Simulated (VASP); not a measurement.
A run of VASP 6.6.1 is set up as follows.

The input INCAR:

```
SYSTEM = C
ALGO = Normal
EDIFF = 1E-6
ENCUT = 600
GGA = PS
GGA_COMPAT = .FALSE.
ISIF = 2
ISMEAR = -1
LASPH = .TRUE.
LCHARG = .FALSE.
LREAL = .FALSE.
LWAVE = .FALSE.
NBANDS = 11
NELM = 120
PREC = Accurate
SIGMA = 0.1
```

File KPOINTS:

```
k-points
0
G
  8 8 8
  0 0 0
```

File POSCAR:

```
C
1.0
    1.2280300000      0.7090034511      3.3470100000
   -1.2280300000      0.7090034511      3.3470100000
    0.0000000000     -1.4180069021      3.3470100000
C
2
Direct
    0.8360000000      0.8360000000      0.8360000000
    0.1640000000      0.1640000000      0.1640000000
```

Potentials or basis: VASP PAW PBE potentials, release 64 (C).

Run with:

```console
$ cat potpaw_PBE.64/C/POTCAR > POTCAR
$ mpirun -np 1 vasp_std > vasp.out
```

Task: What does it give for the largest force?

Result: 0.873 eV/Å.

Task: Predict the pressure.

Result: 1.4 GPa.

Forces on the atoms (eV/Å):
```
C    0.000  0.000 -0.873
C    0.000  0.000  0.873
```

Caveat: this functional lacks dispersion, which binds the layers, so the pressure and a relaxed spacing across them are unreliable; the PAW data sets were made with another functional, which shifts forces and pressure a little.
